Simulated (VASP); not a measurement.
# AlN (P6_3mc) in VASP: notebook, part 2 of 2

VASP 6.6.1. The steps go on from the part before.

## 3. Single point, PBE (mode 7 (584.8 1/cm) frozen in, largest displacement +0.150 Å)

INCAR

```
SYSTEM = AlN
PREC = Accurate ; ENCUT = 520
EDIFF = 1E-6 ; ISMEAR = 0
SIGMA = 0.05 ; LREAL = .False.
LASPH = .True. ; NELM = 60
ALGO = Normal ; ISIF = 2
LWAVE = .False. ; LCHARG = .False.
GGA = PE ; NBANDS = 16
```

KPOINTS

```
regular mesh
0
Gamma
  12 12 6
  0 0 0
```

POSCAR

```
AlN
1.0
    3.1110021516      0.0000000000      0.0000000000
   -1.5555010758      2.6942068945      0.0000000000
    0.0000000000      0.0000000000      4.9780000000
Al N
2 2
Direct
    0.3333333333      0.6666666667     -0.0156428106
    0.6666666667      0.3333333333      0.4843571894
    0.3333333333      0.6666666667      0.4151325834
    0.6666666667      0.3333333333      0.9151325834
```

Potentials or basis: VASP PAW PBE potentials, release 64 (Al, N).

Run with:

```
$ cat potpaw_PBE.64/Al/POTCAR potpaw_PBE.64/N/POTCAR > POTCAR
$ mpirun -np 1 vasp_std > vasp.out
```

OUTCAR:

```text
SYSTEM = AlN
   PREC = Accurate
   ENCUT = 520
   EDIFF = 1E-6
   ISMEAR = 0
   LREAL = .False.
   LASPH = .True.
   NELM = 60
   ISIF = 2
   GGA = PE

 ion  position               nearest neighbor table
   1  0.333  0.667  0.984-   4 1.83   4 1.83   4 1.83   3 2.14   2 3.07   2 3.07   2 3.07   2 3.07
                             2 3.07   2 3.07
   2  0.667  0.333  0.484-   3 1.83   3 1.83   3 1.83   4 2.14   1 3.07   1 3.07   1 3.07   1 3.07
                             1 3.07   1 3.07
   3  0.333  0.667  0.415-   2 1.83   2 1.83   2 1.83   1 2.14
   4  0.667  0.333  0.915-   1 1.83   1 1.83   1 1.83   2 2.14

  LATTYP: Found a hexagonal cell.
 ALAT       =     3.1110021516
 C/A-ratio  =     1.6001274694

  Lattice vectors:

 A1 = (   3.1110021516,   0.0000000000,   0.0000000000)
 A2 = (  -1.5555010758,   2.6942068945,   0.0000000000)
 A3 = (   0.0000000000,   0.0000000000,   4.9780000000)

Analysis of symmetry for initial positions (statically):
=====================================================================
 Subroutine PRICEL returns:
 Original cell was already a primitive cell.

 Routine SETGRP: Setting up the symmetry group for a
 hexagonal supercell.

 Subroutine GETGRP returns: Found 12 space group operations
 (whereof  6 operations were pure point group operations)
 out of a pool of 24 trial point group operations.

The static configuration has the point symmetry C_3v.
 The point group associated with its full space group is C_6v.

Analysis of symmetry for dynamics (positions and initial velocities):
=====================================================================
 Subroutine PRICEL returns:
 Original cell was already a primitive cell.

 Routine SETGRP: Setting up the symmetry group for a
 hexagonal supercell.

 Subroutine GETGRP returns: Found 12 space group operations
 (whereof  6 operations were pure point group operations)
 out of a pool of 24 trial point group operations.

The dynamic configuration has the point symmetry C_3v.
 The point group associated with its full space group is C_6v.

 Subroutine INISYM returns: Found 12 space group operations
 (whereof  6 operations are pure point group operations),
 and found     1 'primitive' translations

----------------------------------------------------------------------------------------

                                     Primitive cell

  volume of cell :      41.7240

  direct lattice vectors                    reciprocal lattice vectors
     3.111002152  0.000000000  0.000000000     0.321439829  0.185583372  0.000000000
    -1.555501076  2.694206895  0.000000000     0.000000000  0.371166744  0.000000000
     0.000000000  0.000000000  4.978000000     0.000000000  0.000000000  0.200883889

  length of vectors
     3.111002152  3.111002152  4.978000000     0.371166744  0.371166744  0.200883889

  position of ions in fractional coordinates (direct lattice)
     0.333333333  0.666666667  0.984357189
     0.666666667  0.333333333  0.484357189
     0.333333333  0.666666667  0.415132583
     0.666666667  0.333333333  0.915132583

  ion indices of the primitive-cell ions
   primitive index   ion index
                 1           1
                 2           2
                 3           3
                 4           4

----------------------------------------------------------------------------------------

[... 23 lines left out ...]

 Following reciprocal coordinates:
            Coordinates               Weight
  0.000000  0.000000  0.000000      1.000000
  0.083333  0.000000  0.000000      6.000000
  0.166667 -0.000000  0.000000      6.000000
  0.250000 -0.000000  0.000000      6.000000
  0.333333 -0.000000  0.000000      6.000000
  0.416667 -0.000000  0.000000      6.000000
[... 16 lines left out ...]
  0.250000 -0.000000  0.166667     12.000000
  0.333333 -0.000000  0.166667     12.000000
 [... further k-points ...]
   k-points           NKPTS =     76   k-points in BZ     NKDIM =     76   number of bands    NBANDS=     16
   number of dos      NEDOS =    301   number of ions     NIONS =      4
   total plane-waves  NPLWV =  23040
   dimension x,y,z NGX =    24 NGY =   24 NGZ =   40
   dimension x,y,z NGXF=    48 NGYF=   48 NGZF=   80
   ions per type =               2   2
   NGX,Y,Z   is equivalent  to a cutoff of  12.83, 12.83, 13.36 a.u.
   NGXF,Y,Z  is equivalent  to a cutoff of  25.65, 25.65, 26.72 a.u.
 SYSTEM =  AlN
   PREC   = accura    normal or accurate (medium, high low for compatibility)
   ISTART =      0    job   : 0-new  1-cont  2-samecut
   ICHARG =      2    charge: 1-file 2-atom 10-const
   ISPIN  =      1    spin polarized calculation?
   LNONCOLLINEAR =      F non collinear calculations
   LSORBIT =      F    spin-orbit coupling
   LASPH  =      T    aspherical Exc in radial PAW
   ENCUT  =  520.0 eV  38.22 Ry    6.18 a.u.   5.78  5.78  9.26*2*pi/ulx,y,z
   NELM   =     60;   NELMIN=  2; NELMDL= -5     # of ELM steps
   EDIFF  = 0.1E-05   stopping-criterion for ELM
   LREAL  =      F    real-space projection
   EDIFFG = 0.1E-04   stopping-criterion for IOM
   NSW    =      0    number of steps for IOM
   IBRION =     -1    ionic relax: 0-MD 1-quasi-New 2-CG
   NFREE  =      0    steps in history (QN), initial steepest desc. (CG)
   ISIF   =      2    stress and relaxation
   ISYM   =      2    0-nonsym 1-usesym 2-fastsym
   POTIM  = 0.5000    time-step for ionic-motion
   TEBEG  =    0.0;   TEEND  =   0.0 temperature during run
   PSTRESS=    0.0 pullay stress
   NELECT =      16.0000    total number of electrons
   NUPDOWN=      -1.0000    fix difference up-down
   EMIN   =  10.00;   EMAX   =-10.00  energy-range for DOS
   EFERMI =   0.00;   METHOD = LEGACY
   ISMEAR =     0;   SIGMA  =   0.05  broadening in eV -4-tet -1-fermi 0-gaus
   EFERMI_NEDOS =   21; number of points for ismear=-14 and -15
   IALGO  =     38    algorithm
   IMIX   =      4    mixing-type and parameters
     AMIX     =   0.40;   BMIX     =  1.00
     AMIX_MAG =   1.60;   BMIX_MAG =  1.00
  volume/ion in A,a.u.               =      10.43        70.39
  Fermi-wavevector in a.u.,A,eV,Ry     =   1.189377  2.247596 19.247033  1.414617
  Thomas-Fermi vector in A             =   2.325485
   LORBIT       =      0    0 simple, 1 ext, 2 COOP (PROOUT), +10 PAW based schemes
   GGA     = PE    functional components
   LHFCALC =     F    Hartree Fock is set to
   AEXX    =    0.0000 exact exchange contribution
   IVDW    =     0    specifies the selected vdW correction
   LEPSILON=     F    determine dielectric tensor
   LRPA    =     F    only Hartree local field effects (RPA)
 non-spin polarized calculation
 Gauss-broadening in eV      SIGMA  =   0.05
  energy-cutoff  :      520.00
  volume of cell :       41.72
 maximum number of plane-waves:      1152
 NGX is ok and might be reduce to    24
   NGX = 11   NGY = 11   NGZ = 19

 number of electron      15.9999998 magnetization

 Free energy of the ion-electron system (eV)
  ---------------------------------------------------
  ext. energy  EPLUGINS =         0.00000000
  ---------------------------------------------------
  free energy    TOTEN  =       -29.31317258 eV

  energy without entropy =      -29.31317258  energy(sigma->0) =      -29.31317258

 E-fermi :   7.0914     XC(G=0): -10.9111

 val. band max:        6.8815004724   @ k =   0.0000   0.0000   0.0000
 cond. band min:      10.3101447654   @ k =   0.0000   0.0000   0.0000
 fundamental gap:      3.4286442930
 Fermi energy:         7.0913589953

 k-point     1 :       0.0000    0.0000    0.0000
  band No.  band energies     occupation
      1      -9.0530      2.00000
      2      -6.9455      2.00000
      3       0.4241      2.00000
      4       4.9704      2.00000
      5       4.9704      2.00000
      6       5.6189      2.00000
[... 433 lines left out ...]
      3       1.2386      2.00000
      4       2.2086      2.00000
      5       2.8303      2.00000
      6       4.1398      2.00000
[... 8 lines left out ...]
     15      18.1090      0.00000
     16      20.3877      0.00000

 [... further k-points ...]
[... 5 lines left out ...]
  --------------------------------------------------------------------------------------
  -------------------------------------------------------------------------------------
  Total        3.7910245      3.7910245     -1.9482222      0.0000000      0.0000000      0.0000000
  in kB      145.5730642    145.5730642    -74.8105617      0.0000000      0.0000000      0.0000000
  external PRESSURE =      72.1118555 kB  Pullay stress =       0.0000000 kB

 VOLUME and BASIS-vectors are now :
 -----------------------------------------------------------------------------
  energy-cutoff  :      520.00
  volume of cell :       41.72
      direct lattice vectors                 reciprocal lattice vectors
     3.111002152  0.000000000  0.000000000     0.321439829  0.185583372  0.000000000
    -1.555501076  2.694206895  0.000000000     0.000000000  0.371166744  0.000000000
     0.000000000  0.000000000  4.978000000     0.000000000  0.000000000  0.200883889

 POSITION                                       TOTAL-FORCE (eV/Angst)
 -----------------------------------------------------------------------------------
     -0.00000      1.79614      4.90013        -0.000000     -0.000000      1.381860
      1.55550      0.89807      2.41113        -0.000000      0.000000      1.381860
     -0.00000      1.79614      2.06653        -0.000000     -0.000000     -1.381860
      1.55550      0.89807      4.55553         0.000000     -0.000000     -1.381860
 -----------------------------------------------------------------------------------
    total drift:                               -0.000000     -0.000000     -0.000376

  FREE ENERGIE OF THE ION-ELECTRON SYSTEM (eV)
  ---------------------------------------------------
  free  energy   TOTEN  =       -29.3131725829 eV

  energy  without entropy=      -29.3131725829  energy(sigma->0) =      -29.31317258
```

OSZICAR:

```text
N       E                     dE             d eps       ncg     rms          rms(c)
DAV:   1     0.411616092806E+02    0.41162E+02   -0.73219E+03  2432   0.894E+02
DAV:   2    -0.307049109252E+02   -0.71867E+02   -0.66457E+02  3416   0.189E+02
DAV:   3    -0.342403326207E+02   -0.35354E+01   -0.35279E+01  2952   0.433E+01
DAV:   4    -0.342615909929E+02   -0.21258E-01   -0.21257E-01  3096   0.378E+00
DAV:   5    -0.342618746230E+02   -0.28363E-03   -0.28363E-03  2944   0.438E-01    0.125E+01
DAV:   6    -0.293078585563E+02    0.49540E+01   -0.10928E+01  2928   0.242E+01    0.425E+00
DAV:   7    -0.293269086089E+02   -0.19050E-01   -0.69188E-01  2664   0.585E+00    0.299E+00
DAV:   8    -0.293171856780E+02    0.97229E-02   -0.61030E-02  2792   0.227E+00    0.570E-01
DAV:   9    -0.293126014524E+02    0.45842E-02   -0.11463E-02  3088   0.798E-01    0.247E-01
DAV:  10    -0.293132410798E+02   -0.63963E-03   -0.21638E-03  2616   0.296E-01    0.126E-01
DAV:  11    -0.293131674926E+02    0.73587E-04   -0.20607E-04  2776   0.113E-01    0.220E-02
DAV:  12    -0.293131726020E+02   -0.51094E-05   -0.11269E-05  2848   0.267E-02    0.792E-03
DAV:  13    -0.293131725829E+02    0.19050E-07   -0.31218E-06  2832   0.144E-02
   1 F= -.29313173E+02 E0= -.29313173E+02  d E =-.730850E-12
```

Wall time 35 s (1 thread of Intel Xeon Platinum 8259CL at 2.50GHz (Skylake/Cascade Lake), shared host); peak memory 0.18 GiB.

Results:

* Free energy: -29.3132 eV
* Pressure: 7.2 GPa
* Largest force: 1.382 eV/Å
* Band gap on the k mesh: 3.43 eV, direct

Forces in eV/Å, atoms in the order of the input:
```
Al   0.000  0.000  1.382
Al   0.000  0.000  1.382
N    0.000  0.000 -1.382
N    0.000  0.000 -1.382
```

Stress tensor (GPa, compression positive):
```
14.56  0.00  0.00
 0.00 14.56  0.00
 0.00  0.00 -7.48
```

Levels at points of the mesh, in eV from the valence-band top:
```csv
k point,band 4,band 5,band 6,band 7,band 8,band 9,band 10,band 11,band 12,band 13
"(0.00, 0.00, 0.00)",-1.91,-1.91,-1.26,-1.26,0.00,3.43,6.08,10.27,10.36,10.36
"(0.50, 0.00, 0.00)",-5.07,-3.75,-3.04,-2.05,-1.68,5.27,5.52,7.14,9.45,10.48
"(0.00, 0.00, 0.50)",-3.71,-1.60,-1.60,-1.60,-1.60,6.00,6.00,9.60,9.60,10.69
"(0.50, 0.00, 0.50)",-6.39,-2.43,-2.43,-1.74,-1.74,4.77,4.77,8.11,8.11,10.92
```

Caveat: the cell differs from its parent crystal (mode 7 (584.8 1/cm) frozen in, largest displacement +0.150 Å); forces of over 1 eV/Å act on the atoms, so gaps and moduli don't describe the material at rest.

## 4. Single point, PBE (mode 7 (584.8 1/cm) frozen in, largest displacement -0.100 Å)

INCAR

```
PREC     = Accurate       # precision mode
ENCUT    = 520            # plane-wave cutoff, eV
EDIFF    = 1E-6           # SCF threshold, eV
ISMEAR   = 0              # smearing method
SIGMA    = 0.05           # smearing width, eV
LREAL    = F              # projectors in reciprocal space
LASPH    = T              # aspherical terms in the spheres
NELM     = 100            # most SCF steps
ALGO     = Normal         # electronic algorithm
ISIF     = 2              # what is computed and relaxed
LWAVE    = F              # write WAVECAR
LCHARG   = T              # write CHGCAR
GGA      = PE             # functional
LELF     = T              # ELF
LVHAR    = T            
NBANDS   = 16             # bands
```

KPOINTS

```
regular mesh
0
Gamma
  12 12 6
```

POSCAR

```
AlN
1.0
    3.1110021516      0.0000000000      0.0000000000
   -1.5555010758      2.6942068945      0.0000000000
    0.0000000000      0.0000000000      4.9780000000
Al N
2 2
Direct
    0.3333333333      0.6666666667      0.0104285404
    0.6666666667      0.3333333333      0.5104285404
    0.3333333333      0.6666666667      0.3649116111
    0.6666666667      0.3333333333      0.8649116111
```

Run with:

```
$ cat potpaw_PBE.64/Al/POTCAR potpaw_PBE.64/N/POTCAR > POTCAR
$ mpirun -np 1 vasp_std > vasp.out
```

It took 36 s on 1 thread of Intel Xeon Platinum 8259CL at 2.50GHz (Skylake/Cascade Lake), shared host; peak memory 0.18 GiB.

It converged, with:

```
Free energy            : -29.4633 eV
Pressure               : 6.9 GPa
Largest force          : 2.531 eV/Å
Band gap on the k mesh : 4.20 eV, direct
```

Forces on the atoms (eV/Å):
```
Al   0.000  0.000 -2.531
Al   0.000  0.000 -2.531
N    0.000  0.000  2.531
N    0.000  0.000  2.531
```

Stress tensor (GPa, compression positive):
```
-1.67  0.00  0.00
 0.00 -1.67  0.00
 0.00  0.00 23.99
```

Levels at points of the mesh, in eV from the valence-band top:
| k point | band 4 | band 5 | band 6 | band 7 | band 8 | band 9 | band 10 | band 11 | band 12 | band 13 |
| --- | --- | --- | --- | --- | --- | --- | --- | --- | --- | --- |
| (0.00, 0.00, 0.00) | -0.65 | -0.65 | -0.40 | 0.00 | 0.00 | 4.20 | 6.61 | 10.28 | 11.26 | 11.26 |
| (0.50, 0.00, 0.00) | -4.02 | -3.47 | -2.00 | -1.92 | -0.50 | 5.62 | 5.77 | 8.23 | 10.43 | 10.76 |
| (0.00, 0.00, 0.50) | -3.50 | -0.33 | -0.33 | -0.33 | -0.33 | 6.30 | 6.30 | 10.34 | 10.34 | 11.55 |
| (0.50, 0.00, 0.50) | -5.53 | -1.52 | -1.52 | -1.29 | -1.29 | 5.24 | 5.24 | 9.49 | 9.49 | 11.84 |

Caveat: the cell differs from its parent crystal (mode 7 (584.8 1/cm) frozen in, largest displacement -0.100 Å); forces of over 1 eV/Å act on the atoms, so gaps and moduli don't describe the material at rest.
